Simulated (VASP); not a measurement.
# NaH (Pm-3m) in VASP: further runs

The runs below take NaH through single point, with PBE, r2SCAN, HSE06.

Everything below comes from runs of VASP 6.6.1. Logs are shortened: lines on timing, memory, paths and dates and some standing lists are left out, and cuts for length are marked.

## Step 1: The cell of the first run

The structure is cubic, space group Pm-3m (No. 221). The conventional cell has a = 2.932 Å, b = 2.932 Å, c = 2.932 Å, α = 90.00°, β = 90.00°, γ = 90.00°. Within 3.4 Å of Na (site symmetry m-3m) lie 8 H at 2.54 Å and 6 Na at 2.93 Å. Within 3.4 Å of H (site symmetry m-3m) lie 8 Na at 2.54 Å and 6 H at 2.93 Å.

## Step 2: Single point, PBE

File INCAR:

```
PREC     = Accurate       # precision mode
ENCUT    = 520            # plane-wave cutoff, eV
EDIFF    = 1E-7           # SCF threshold, eV
ISMEAR   = 0              # smearing method
SIGMA    = 0.01           # smearing width, eV
LREAL    = False          # projectors in reciprocal space
LASPH    = True           # aspherical terms in the spheres
NELM     = 100            # most SCF steps
ALGO     = Normal         # electronic algorithm
ISIF     = 2              # what is computed and relaxed
LWAVE    = False          # write WAVECAR
LCHARG   = False          # write CHGCAR
GGA      = PE             # functional
NBANDS   = 11             # bands
```

File KPOINTS:

```
Automatic mesh
0
Gamma
  6 6 6
```

File POSCAR:

```
NaH
1.0
    2.9323912064      0.0000000000      0.0000000000
    0.0000000000      2.9323912064      0.0000000000
    0.0000000000      0.0000000000      2.9323912064
Na H
1 1
Direct
    0.0000000000      0.0000000000      0.0000000000
    0.5000000000      0.5000000000      0.5000000000
```

Potentials or basis: VASP PAW PBE potentials, release 64 (Na_pv, H).

The run is started by

```
$ cat potpaw_PBE.64/Na_pv/POTCAR potpaw_PBE.64/H/POTCAR > POTCAR
$ mpirun -np 1 vasp_std > vasp.out
```

OUTCAR:

```text
PREC = Accurate
   ENCUT = 520
   EDIFF = 1E-7
   ISMEAR = 0
   LREAL = False
   LASPH = True
   NELM = 100
   ISIF = 2
   GGA = PE

 ion  position               nearest neighbor table
   1  0.000  0.000  0.000-
   2  0.500  0.500  0.500-

  LATTYP: Found a simple cubic cell.
 ALAT       =     2.9323912064

  Lattice vectors:

 A1 = (   2.9323912064,   0.0000000000,   0.0000000000)
 A2 = (   0.0000000000,   2.9323912064,   0.0000000000)
 A3 = (   0.0000000000,   0.0000000000,   2.9323912064)

Analysis of symmetry for initial positions (statically):
=====================================================================
 Subroutine PRICEL returns:
 Original cell was already a primitive cell.

 Routine SETGRP: Setting up the symmetry group for a
 simple cubic supercell.

 Subroutine GETGRP returns: Found 48 space group operations
 (whereof 48 operations were pure point group operations)
 out of a pool of 48 trial point group operations.

The static configuration has the point symmetry O_h .

Analysis of symmetry for dynamics (positions and initial velocities):
=====================================================================
 Subroutine PRICEL returns:
 Original cell was already a primitive cell.

 Routine SETGRP: Setting up the symmetry group for a
 simple cubic supercell.

 Subroutine GETGRP returns: Found 48 space group operations
 (whereof 48 operations were pure point group operations)
 out of a pool of 48 trial point group operations.

The dynamic configuration has the point symmetry O_h .

 Subroutine INISYM returns: Found 48 space group operations
 (whereof 48 operations are pure point group operations),
 and found     1 'primitive' translations

----------------------------------------------------------------------------------------

                                     Primitive cell

  volume of cell :      25.2154

  direct lattice vectors                    reciprocal lattice vectors
     2.932391206  0.000000000  0.000000000     0.341018619  0.000000000  0.000000000
     0.000000000  2.932391206  0.000000000     0.000000000  0.341018619  0.000000000
     0.000000000  0.000000000  2.932391206     0.000000000  0.000000000  0.341018619

  length of vectors
     2.932391206  2.932391206  2.932391206     0.341018619  0.341018619  0.341018619

  position of ions in fractional coordinates (direct lattice)
     0.000000000  0.000000000  0.000000000
     0.500000000  0.500000000  0.500000000

  ion indices of the primitive-cell ions
   primitive index   ion index
                 1           1
                 2           2

----------------------------------------------------------------------------------------

 KPOINTS: Automatic mesh

Automatic generation of k-mesh.
 Grid dimensions read from file:
 generate k-points for:    6    6    6

 Generating k-lattice:

  Cartesian coordinates                     Fractional coordinates (reciprocal lattice)
     0.056836437  0.000000000  0.000000000     0.166666667  0.000000000  0.000000000
     0.000000000  0.056836437  0.000000000     0.000000000  0.166666667  0.000000000
     0.000000000  0.000000000  0.056836437     0.000000000  0.000000000  0.166666667

  Length of vectors
     0.056836437  0.056836437  0.056836437

  Shift w.r.t. Gamma in fractional coordinates (k-lattice)
     0.000000000  0.000000000  0.000000000

 Subroutine IBZKPT returns following result:
 ===========================================

 Found     20 irreducible k-points:

 Following reciprocal coordinates:
            Coordinates               Weight
  0.000000  0.000000  0.000000      1.000000
  0.166667  0.000000  0.000000      6.000000
  0.333333  0.000000  0.000000      6.000000
  0.500000  0.000000  0.000000      3.000000
  0.166667  0.166667  0.000000     12.000000
  0.333333  0.166667  0.000000     24.000000
[... 12 lines left out ...]
  0.500000  0.500000  0.333333      6.000000
  0.500000  0.500000  0.500000      1.000000
   k-points           NKPTS =     20   k-points in BZ     NKDIM =     20   number of bands    NBANDS=     11
   number of dos      NEDOS =    301   number of ions     NIONS =      2
   total plane-waves  NPLWV =  13824
   dimension x,y,z NGX =    24 NGY =   24 NGZ =   24
   dimension x,y,z NGXF=    48 NGYF=   48 NGZF=   48
   ions per type =               1   1
   NGX,Y,Z   is equivalent  to a cutoff of  13.61, 13.61, 13.61 a.u.
   NGXF,Y,Z  is equivalent  to a cutoff of  27.21, 27.21, 27.21 a.u.
 SYSTEM =  unknown system
   PREC   = accura    normal or accurate (medium, high low for compatibility)
   ISTART =      0    job   : 0-new  1-cont  2-samecut
   ICHARG =      2    charge: 1-file 2-atom 10-const
   ISPIN  =      1    spin polarized calculation?
   LNONCOLLINEAR =      F non collinear calculations
   LSORBIT =      F    spin-orbit coupling
   LASPH  =      T    aspherical Exc in radial PAW
   ENCUT  =  520.0 eV  38.22 Ry    6.18 a.u.   5.45  5.45  5.45*2*pi/ulx,y,z
   NELM   =    100;   NELMIN=  2; NELMDL= -5     # of ELM steps
   EDIFF  = 0.1E-06   stopping-criterion for ELM
   LREAL  =      F    real-space projection
   EDIFFG = 0.1E-05   stopping-criterion for IOM
   NSW    =      0    number of steps for IOM
   IBRION =     -1    ionic relax: 0-MD 1-quasi-New 2-CG
   NFREE  =      0    steps in history (QN), initial steepest desc. (CG)
   ISIF   =      2    stress and relaxation
   ISYM   =      2    0-nonsym 1-usesym 2-fastsym
   POTIM  = 0.5000    time-step for ionic-motion
   TEBEG  =    0.0;   TEEND  =   0.0 temperature during run
   PSTRESS=    0.0 pullay stress
   NELECT =       8.0000    total number of electrons
   NUPDOWN=      -1.0000    fix difference up-down
   EMIN   =  10.00;   EMAX   =-10.00  energy-range for DOS
   EFERMI =   0.00;   METHOD = LEGACY
   ISMEAR =     0;   SIGMA  =   0.01  broadening in eV -4-tet -1-fermi 0-gaus
   EFERMI_NEDOS =   21; number of points for ismear=-14 and -15
   IALGO  =     38    algorithm
   IMIX   =      4    mixing-type and parameters
     AMIX     =   0.40;   BMIX     =  1.00
     AMIX_MAG =   1.60;   BMIX_MAG =  1.00
  volume/ion in A,a.u.               =      12.61        85.08
  Fermi-wavevector in a.u.,A,eV,Ry     =   1.116562  2.109997 16.962535  1.246711
  Thomas-Fermi vector in A             =   2.253177
   LORBIT       =      0    0 simple, 1 ext, 2 COOP (PROOUT), +10 PAW based schemes
   GGA     = PE    functional components
   LHFCALC =     F    Hartree Fock is set to
   AEXX    =    0.0000 exact exchange contribution
   IVDW    =     0    specifies the selected vdW correction
   LEPSILON=     F    determine dielectric tensor
   LRPA    =     F    only Hartree local field effects (RPA)
 non-spin polarized calculation
 Gauss-broadening in eV      SIGMA  =   0.01
  energy-cutoff  :      520.00
  volume of cell :       25.22
 maximum number of plane-waves:       696
 NGX is ok and might be reduce to    24
   NGX = 11   NGY = 11   NGZ = 11

 number of electron       8.0000014 magnetization

 Free energy of the ion-electron system (eV)
  ---------------------------------------------------
  ext. energy  EPLUGINS =         0.00000000
  ---------------------------------------------------
  free energy    TOTEN  =        -4.76841559 eV

  energy without entropy =       -4.76841559  energy(sigma->0) =       -4.76841559

 E-fermi :   1.4905     XC(G=0):  -8.2395

 val. band max:        1.4275099918   @ k =   0.5000   0.5000   0.5000
 cond. band min:       2.4564962853   @ k =   0.5000   0.0000   0.0000
 fundamental gap:      1.0289862935
 Fermi energy:         1.4904589305

 k-point     1 :       0.0000    0.0000    0.0000
  band No.  band energies     occupation
      1     -23.1413      2.00000
      2     -23.1413      2.00000
      3     -23.1413      2.00000
      4      -4.6036      2.00000
      5      10.2718      0.00000
      6      12.4814      0.00000
      7      12.4814      0.00000
      8      14.0849      0.00000
      9      14.0849      0.00000
     10      14.0849      0.00000
     11      27.4168      0.00000

 k-point     2 :       0.1667    0.0000    0.0000
  band No.  band energies     occupation
      1     -23.1893      2.00000
      2     -23.1371      2.00000
      3     -23.1371      2.00000
      4      -4.1660      2.00000
      5       7.8272      0.00000
      6      11.4819      0.00000
      7      12.9463      0.00000
      8      14.4134      0.00000
      9      14.4134      0.00000
     10      18.5734      0.00000
     11      24.4087      0.00000

 k-point     3 :       0.3333    0.0000    0.0000
  band No.  band energies     occupation
      1     -23.2842      2.00000
      2     -23.1287      2.00000
      3     -23.1287      2.00000
      4      -2.9948      2.00000
      5       4.2416      0.00000
      6      12.1071      0.00000
      7      14.2984      0.00000
      8      15.3223      0.00000
      9      15.3223      0.00000
     10      20.5954      0.00000
     11      21.1464      0.00000

 k-point     4 :       0.5000    0.0000    0.0000
  band No.  band energies     occupation
      1     -23.3310      2.00000
      2     -23.1246      2.00000
      3     -23.1246      2.00000
      4      -2.0415      2.00000
      5       2.4565      0.00000
      6      12.5116      0.00000
      7      15.7702      0.00000
      8      16.1062      0.00000
      9      16.1062      0.00000
     10      18.1586      0.00000
     11      19.5577      0.00000

 k-point     5 :       0.1667    0.1667    0.0000
  band No.  band energies     occupation
      1     -23.1878      2.00000
      2     -23.1804      2.00000
      3     -23.1330      2.00000
      4      -3.7436      2.00000
      5       7.7209      0.00000
      6       8.9873      0.00000
      7      12.5796      0.00000
      8      14.7590      0.00000
      9      18.2268      0.00000
     10      19.3149      0.00000
     11      20.5882      0.00000
[... 155 lines left out ...]
 k-point    17 :       0.3333    0.3333    0.3333
  band No.  band energies     occupation
      1     -23.2492      2.00000
      2     -23.2410      2.00000
      3     -23.2410      2.00000
      4      -0.3918      2.00000
      5       6.7260      0.00000
      6       8.0628      0.00000
      7       8.0628      0.00000
      8      13.5039      0.00000
      9      13.5039      0.00000
     10      14.8337      0.00000
     11      21.7511      0.00000

 k-point    18 :       0.5000    0.3333    0.3333
  band No.  band energies     occupation
      1     -23.2854      2.00000
      2     -23.2399      2.00000
      3     -23.2350      2.00000
      4       0.2574      2.00000
      5       6.0182      0.00000
      6       8.1594      0.00000
      7       9.3177      0.00000
      8      11.3627      0.00000
      9      12.6699      0.00000
     10      14.6154      0.00000
     11      20.4792      0.00000

 k-point    19 :       0.5000    0.5000    0.3333
  band No.  band energies     occupation
      1     -23.2784      2.00000
      2     -23.2784      2.00000
      3     -23.2315      2.00000
      4       0.8440      2.00000
      5       7.2057      0.00000
      6       7.2057      0.00000
      7       9.8217      0.00000
      8       9.9419      0.00000
      9      12.7310      0.00000
     10      12.7310      0.00000
     11      19.1598      0.00000

 k-point    20 :       0.5000    0.5000    0.5000
  band No.  band energies     occupation
      1     -23.2718      2.00000
      2     -23.2718      2.00000
      3     -23.2718      2.00000
      4       1.4275      2.00000
      5       8.3547      0.00000
      6       8.3547      0.00000
      7       8.3547      0.00000
      8      10.6943      0.00000
      9      10.6943      0.00000
     10      10.6943      0.00000
     11      17.7839      0.00000

------------------------ aborting loop because EDIFF is reached ----------------------------------------

  FORCE on cell =-STRESS in cart. coord.  units (eV):
  Direction    XX          YY          ZZ          XY          YZ          ZX
  --------------------------------------------------------------------------------------
  -------------------------------------------------------------------------------------
  Total        0.1243318      0.1243318      0.1243318      0.0000000      0.0000000      0.0000000
  in kB        7.8999990      7.8999990      7.8999990      0.0000000      0.0000000      0.0000000
  external PRESSURE =       7.8999990 kB  Pullay stress =       0.0000000 kB

 VOLUME and BASIS-vectors are now :
 -----------------------------------------------------------------------------
  energy-cutoff  :      520.00
  volume of cell :       25.22
      direct lattice vectors                 reciprocal lattice vectors
     2.932391206  0.000000000  0.000000000     0.341018619  0.000000000  0.000000000
     0.000000000  2.932391206  0.000000000     0.000000000  0.341018619  0.000000000
     0.000000000  0.000000000  2.932391206     0.000000000  0.000000000  0.341018619

 POSITION                                       TOTAL-FORCE (eV/Angst)
 -----------------------------------------------------------------------------------
      0.00000      0.00000      0.00000         0.000000      0.000000      0.000000
      1.46620      1.46620      1.46620         0.000000      0.000000      0.000000
 -----------------------------------------------------------------------------------
    total drift:                                0.000000      0.000000      0.000000

  FREE ENERGIE OF THE ION-ELECTRON SYSTEM (eV)
  ---------------------------------------------------
  free  energy   TOTEN  =        -4.7684155899 eV

  energy  without entropy=       -4.7684155899  energy(sigma->0) =       -4.76841559
```

Wall time 3.4 s (1 thread of Intel Xeon Platinum 8375C at 2.90GHz (Ice Lake), shared host); peak memory 0.13 GiB.

Results:

* Free energy: -4.7684 eV
* Pressure: 0.8 GPa
* Band gap on the k mesh: 1.03 eV, indirect (least direct gap 4.50 eV)

Levels at points of the mesh, in eV from the valence-band top:
```tsv
k point	band 2	band 3	band 4	band 5	band 6	band 7
(0.00, 0.00, 0.00)	-24.57	-24.57	-6.03	8.84	11.05	11.05
(0.50, 0.00, 0.00)	-24.55	-24.55	-3.47	1.03	11.08	14.34
(0.50, 0.50, 0.00)	-24.73	-24.54	-1.78	4.31	4.31	6.93
(0.50, 0.50, 0.50)	-24.70	-24.70	0.00	6.93	6.93	6.93
```

(Continued in part 2 of 2.)
